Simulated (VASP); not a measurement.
# ZnO (P6_3mc) in VASP: single point with r2SCAN

Aim: the single point of ZnO with r2SCAN.

Program: VASP 6.6.1. These are calculated values, not measurements. Logs are shortened: lines on timing, memory, paths and dates and some standing lists are left out, and cuts for length are marked.

### 1 The cell of the first run

Symmetry: P6_3mc, No. 186, hexagonal system. Conventional cell: a = 3.237 Å, b = 3.237 Å, c = 5.222 Å, α = 90.00°, β = 90.00°, γ = 120.00°. Zn (site symmetry 3m) has 4 O at 1.97 to 1.98 Å within 2.6 Å. O (site symmetry 3m) has 4 Zn at 1.97 to 1.98 Å within 2.6 Å.

### 2 Single point, r2SCAN

File POSCAR:

```
ZnO
1.0
    3.2373510235      0.0000000000      0.0000000000
   -1.6186755117      2.8036282273      0.0000000000
    0.0000000000      0.0000000000      5.2220613000
Zn O
2 2
Direct
    0.6666666667      0.3333333333      0.5005917000
    0.3333333333      0.6666666667      0.0005917000
    0.6666666667      0.3333333333      0.8797183000
    0.3333333333      0.6666666667      0.3797183000
```

File INCAR.step1:

```
SYSTEM = ZnO
PREC = Accurate ; ENCUT = 1480
ISMEAR = -1 ; SIGMA = 0.01
LREAL = .FALSE. ; LASPH = .TRUE.
NELM = 120 ; NBANDS = 26
GGA = PE ; ALGO = Normal
EDIFF = 1E-5 ; LWAVE = .TRUE.
LCHARG = .FALSE. ; GGA_COMPAT = .FALSE.
```

File INCAR.step2:

```
SYSTEM = ZnO
PREC = Accurate ; ENCUT = 1480
EDIFF = 1E-6 ; ISMEAR = -1
SIGMA = 0.01 ; LREAL = .FALSE.
LASPH = .TRUE. ; NELM = 120
ALGO = Normal ; ISIF = 2
LWAVE = .FALSE. ; LCHARG = .FALSE.
METAGGA = R2SCAN ; LMIXTAU = .TRUE.
NBANDS = 26 ; ISTART = 1
GGA_COMPAT = .FALSE.
```

File KPOINTS:

```
Automatic mesh
0
G
  12 12 7
  0 0 0
```

Potentials or basis: VASP PAW PBE potentials, release 64 (Zn, O_h).

The run is started by

```
$ cat potpaw_PBE.64/Zn/POTCAR potpaw_PBE.64/O_h/POTCAR > POTCAR
$ cp INCAR.step1 INCAR
$ mpirun -np 1 vasp_std > vasp.out
$ cp INCAR.step2 INCAR
$ mpirun -np 1 vasp_std > vasp.out
```

OUTCAR:

```text
SYSTEM = ZnO
   PREC = Accurate
   ENCUT = 1480
   EDIFF = 1E-6
   ISMEAR = -1
   LREAL = .FALSE.
   LASPH = .TRUE.
   NELM = 120
   ISIF = 2
   METAGGA = R2SCAN
   ISTART = 1

 ion  position               nearest neighbor table
   1  0.667  0.333  0.501-   4 1.97   4 1.97   4 1.97   3 1.98
   2  0.333  0.667  0.001-   3 1.97   3 1.97   3 1.97   4 1.98
   3  0.667  0.333  0.880-   2 1.97   2 1.97   2 1.97   1 1.98
   4  0.333  0.667  0.380-   1 1.97   1 1.97   1 1.97   2 1.98

  LATTYP: Found a hexagonal cell.
 ALAT       =     3.2373510235
 C/A-ratio  =     1.6130661340

  Lattice vectors:

 A1 = (   3.2373510235,   0.0000000000,   0.0000000000)
 A2 = (  -1.6186755117,   2.8036282273,   0.0000000000)
 A3 = (   0.0000000000,   0.0000000000,   5.2220613000)

Analysis of symmetry for initial positions (statically):
=====================================================================
 Subroutine PRICEL returns:
 Original cell was already a primitive cell.

 Routine SETGRP: Setting up the symmetry group for a
 hexagonal supercell.

 Subroutine GETGRP returns: Found 12 space group operations
 (whereof  6 operations were pure point group operations)
 out of a pool of 24 trial point group operations.

The static configuration has the point symmetry C_3v.
 The point group associated with its full space group is C_6v.

Analysis of symmetry for dynamics (positions and initial velocities):
=====================================================================
 Subroutine PRICEL returns:
 Original cell was already a primitive cell.

 Routine SETGRP: Setting up the symmetry group for a
 hexagonal supercell.

 Subroutine GETGRP returns: Found 12 space group operations
 (whereof  6 operations were pure point group operations)
 out of a pool of 24 trial point group operations.

The dynamic configuration has the point symmetry C_3v.
 The point group associated with its full space group is C_6v.

 Subroutine INISYM returns: Found 12 space group operations
 (whereof  6 operations are pure point group operations),
 and found     1 'primitive' translations

----------------------------------------------------------------------------------------

                                     Primitive cell

  volume of cell :      47.3971

  direct lattice vectors                    reciprocal lattice vectors
     3.237351024  0.000000000  0.000000000     0.308894523  0.178340336  0.000000000
    -1.618675512  2.803628227  0.000000000     0.000000000  0.356680672  0.000000000
     0.000000000  0.000000000  5.222061300     0.000000000  0.000000000  0.191495263

  length of vectors
     3.237351024  3.237351023  5.222061300     0.356680672  0.356680672  0.191495263

  position of ions in fractional coordinates (direct lattice)
     0.666666667  0.333333333  0.500591700
     0.333333333  0.666666667  0.000591700
     0.666666667  0.333333333  0.879718300
     0.333333333  0.666666667  0.379718300

  ion indices of the primitive-cell ions
   primitive index   ion index
                 1           1
                 2           2
                 3           3
                 4           4

----------------------------------------------------------------------------------------

 KPOINTS: Automatic mesh

Automatic generation of k-mesh.
 Grid dimensions read from file:
 generate k-points for:   12   12    7

 Generating k-lattice:

  Cartesian coordinates                     Fractional coordinates (reciprocal lattice)
     0.025741210  0.014861695  0.000000000     0.083333333  0.000000000  0.000000000
     0.000000000  0.029723389  0.000000000     0.000000000  0.083333333  0.000000000
     0.000000000  0.000000000  0.027356466     0.000000000  0.000000000  0.142857143

  Length of vectors
     0.029723389  0.029723389  0.027356466

  Shift w.r.t. Gamma in fractional coordinates (k-lattice)
     0.000000000  0.000000000  0.000000000

 Subroutine IBZKPT returns following result:
 ===========================================

 Found     76 irreducible k-points:

 Following reciprocal coordinates:
            Coordinates               Weight
  0.000000  0.000000  0.000000      1.000000
  0.083333 -0.000000  0.000000      6.000000
  0.166667 -0.000000  0.000000      6.000000
  0.250000 -0.000000  0.000000      6.000000
  0.333333  0.000000  0.000000      6.000000
  0.416667  0.000000  0.000000      6.000000
[... 16 lines left out ...]
  0.250000 -0.000000  0.142857     12.000000
  0.333333  0.000000  0.142857     12.000000
 [... further k-points ...]
   k-points           NKPTS =     76   k-points in BZ     NKDIM =     76   number of bands    NBANDS=     26
   number of dos      NEDOS =    301   number of ions     NIONS =      4
   total plane-waves  NPLWV = 123480
   dimension x,y,z NGX =    42 NGY =   42 NGZ =   70
   dimension x,y,z NGXF=    84 NGYF=   84 NGZF=  140
   ions per type =               2   2
   NGX,Y,Z   is equivalent  to a cutoff of  21.57, 21.57, 22.28 a.u.
   NGXF,Y,Z  is equivalent  to a cutoff of  43.14, 43.14, 44.57 a.u.
 SYSTEM =  ZnO
   PREC   = accura    normal or accurate (medium, high low for compatibility)
   ISTART =      1    job   : 0-new  1-cont  2-samecut
   ICHARG =      0    charge: 1-file 2-atom 10-const
   ISPIN  =      1    spin polarized calculation?
   LNONCOLLINEAR =      F non collinear calculations
   LSORBIT =      F    spin-orbit coupling
   LASPH  =      T    aspherical Exc in radial PAW
   ENCUT  = 1480.0 eV 108.78 Ry   10.43 a.u.  10.15 10.15 16.38*2*pi/ulx,y,z
   NELM   =    120;   NELMIN=  2; NELMDL=  0     # of ELM steps
   EDIFF  = 0.1E-05   stopping-criterion for ELM
   LREAL  =      F    real-space projection
   EDIFFG = 0.1E-04   stopping-criterion for IOM
   NSW    =      0    number of steps for IOM
   IBRION =     -1    ionic relax: 0-MD 1-quasi-New 2-CG
   NFREE  =      0    steps in history (QN), initial steepest desc. (CG)
   ISIF   =      2    stress and relaxation
   ISYM   =      2    0-nonsym 1-usesym 2-fastsym
   POTIM  = 0.5000    time-step for ionic-motion
   TEBEG  =    0.0;   TEEND  =   0.0 temperature during run
   PSTRESS=    0.0 pullay stress
   NELECT =      36.0000    total number of electrons
   NUPDOWN=      -1.0000    fix difference up-down
   EMIN   =  10.00;   EMAX   =-10.00  energy-range for DOS
   EFERMI =   0.00;   METHOD = LEGACY
   ISMEAR =    -1;   SIGMA  =   0.01  broadening in eV -4-tet -1-fermi 0-gaus
   EFERMI_NEDOS =   21; number of points for ismear=-14 and -15
   IALGO  =     38    algorithm
   IMIX   =      4    mixing-type and parameters
     AMIX     =   0.40;   BMIX     =  1.00
     AMIX_MAG =   1.60;   BMIX_MAG =  1.00
  volume/ion in A,a.u.               =      11.85        79.96
  Fermi-wavevector in a.u.,A,eV,Ry     =   1.493682  2.822650 30.355784  2.231087
  Thomas-Fermi vector in A             =   2.606052
   LORBIT       =      0    0 simple, 1 ext, 2 COOP (PROOUT), +10 PAW based schemes
   METAGGA = R2SCAN    functional components
   LHFCALC =     F    Hartree Fock is set to
   AEXX    =    0.0000 exact exchange contribution
   IVDW    =     0    specifies the selected vdW correction
   LEPSILON=     F    determine dielectric tensor
   LRPA    =     F    only Hartree local field effects (RPA)
 non-spin polarized calculation
  energy-cutoff  :     1480.00
  volume of cell :       47.40
 maximum number of plane-waves:      6159
 NGX is ok and might be reduce to    42
   NGX = 21   NGY = 21   NGZ = 33

 number of electron      36.0000000 magnetization

 Free energy of the ion-electron system (eV)
  ---------------------------------------------------
  ext. energy  EPLUGINS =         0.00000000
  ---------------------------------------------------
  free energy    TOTEN  =       -36.34881212 eV

  energy without entropy =      -36.34881212  energy(sigma->0) =      -36.34881212

 E-fermi :   1.4312     XC(G=0): -11.6894

 val. band max:        1.2078071145   @ k =   0.0000   0.0000   0.0000
 cond. band min:       2.4384914617   @ k =   0.0000   0.0000   0.0000
 fundamental gap:      1.2306843472
 Fermi energy:         1.4311759356

 k-point     1 :       0.0000    0.0000    0.0000
  band No.  band energies     occupation
      1     -17.9075      2.00000
      2     -17.2187      2.00000
      3      -4.6287      2.00000
      4      -4.6287      2.00000
      5      -4.5808      2.00000
      6      -4.5219      2.00000
[... 18 lines left out ...]
     25      16.3262      0.00000
     26      16.3262      0.00000

 k-point     2 :       0.0833   -0.0000    0.0000
  band No.  band energies     occupation
      1     -17.8705      2.00000
      2     -17.2021      2.00000
      3      -4.6721      2.00000
      4      -4.6054      2.00000
      5      -4.5544      2.00000
      6      -4.4766      2.00000
[... 18 lines left out ...]
     25      16.2394      0.00000
     26      16.4254      0.00000

 k-point     3 :       0.1667   -0.0000    0.0000
  band No.  band energies     occupation
      1     -17.7665      2.00000
      2     -17.1579      2.00000
      3      -4.7713      2.00000
      4      -4.5435      2.00000
      5      -4.5151      2.00000
      6      -4.4364      2.00000
[... 18 lines left out ...]
     25      16.1122      0.00000
     26      16.5066      0.00000

 k-point     4 :       0.2500   -0.0000    0.0000
  band No.  band energies     occupation
      1     -17.6159      2.00000
      2     -17.1020      2.00000
      3      -4.8705      2.00000
      4      -4.5288      2.00000
      5      -4.4663      2.00000
      6      -4.3394      2.00000
[... 18 lines left out ...]
     25      15.4642      0.00000
     26      16.3146      0.00000
[... 496 lines left out ...]
      1     -17.7372      2.00000
      2     -17.1888      2.00000
      3      -4.7929      2.00000
      4      -4.5792      2.00000
      5      -4.5354      2.00000
      6      -4.4723      2.00000
[... 18 lines left out ...]
     25      15.4313      0.00000
     26      16.3256      0.00000

 k-point    23 :       0.2500   -0.0000    0.1429
  band No.  band energies     occupation
      1     -17.5906      2.00000
      2     -17.1275      2.00000
      3      -4.8919      2.00000
      4      -4.5989      2.00000
      5      -4.4550      2.00000
      6      -4.3579      2.00000
[... 18 lines left out ...]
     25      15.4609      0.00000
     26      16.2136      0.00000

 k-point    24 :       0.3333    0.0000    0.1429
  band No.  band energies     occupation
      1     -17.4305      2.00000
      2     -17.0749      2.00000
      3      -4.9371      2.00000
      4      -4.6300      2.00000
      5      -4.3857      2.00000
      6      -4.2167      2.00000
[... 18 lines left out ...]
     25      15.4796      0.00000
     26      16.1797      0.00000

 [... further k-points ...]

------------------------ aborting loop because EDIFF is reached ----------------------------------------

  FORCE on cell =-STRESS in cart. coord.  units (eV):
  Direction    XX          YY          ZZ          XY          YZ          ZX
  --------------------------------------------------------------------------------------
  -------------------------------------------------------------------------------------
  Total        0.1556296      0.1556296      0.1385585      0.0000000      0.0000000      0.0000000
  in kB        5.2607852      5.2607852      4.6837263      0.0000000      0.0000000      0.0000000
  external PRESSURE =       5.0684322 kB  Pullay stress =       0.0000000 kB

 VOLUME and BASIS-vectors are now :
 -----------------------------------------------------------------------------
  energy-cutoff  :     1480.00
  volume of cell :       47.40
      direct lattice vectors                 reciprocal lattice vectors
     3.237351024  0.000000000  0.000000000     0.308894523  0.178340336  0.000000000
    -1.618675512  2.803628227  0.000000000     0.000000000  0.356680672  0.000000000
     0.000000000  0.000000000  5.222061300     0.000000000  0.000000000  0.191495263

 POSITION                                       TOTAL-FORCE (eV/Angst)
 -----------------------------------------------------------------------------------
      1.61868      0.93454      2.61412         0.000000     -0.000000     -0.004423
     -0.00000      1.86909      0.00309        -0.000000      0.000000     -0.004423
      1.61868      0.93454      4.59394        -0.000000      0.000000      0.004423
     -0.00000      1.86909      1.98291         0.000000      0.000000      0.004423
 -----------------------------------------------------------------------------------
    total drift:                               -0.000000      0.000000     -0.005321

  FREE ENERGIE OF THE ION-ELECTRON SYSTEM (eV)
  ---------------------------------------------------
  free  energy   TOTEN  =       -36.3488121193 eV

  energy  without entropy=      -36.3488121193  energy(sigma->0) =      -36.34881212
```

It took 32 min on 1 thread of Intel Xeon Platinum 8259CL at 2.50GHz (Skylake/Cascade Lake), shared host; peak memory 0.64 GiB.

Results:

```yaml
Free_energy: -36.3488 eV
Pressure: 0.5 GPa
Largest_force: 0.004 eV/Å
Band_gap_on_the_k_mesh: 1.23 eV
```

Forces on the atoms (eV/Å):
```
Zn   0.000  0.000 -0.004
Zn   0.000  0.000 -0.004
O    0.000  0.000  0.004
O    0.000  0.000  0.004
```

Caveat: the PAW data sets were made with another functional, which shifts forces and pressure a little. A k mesh can miss the band edges.
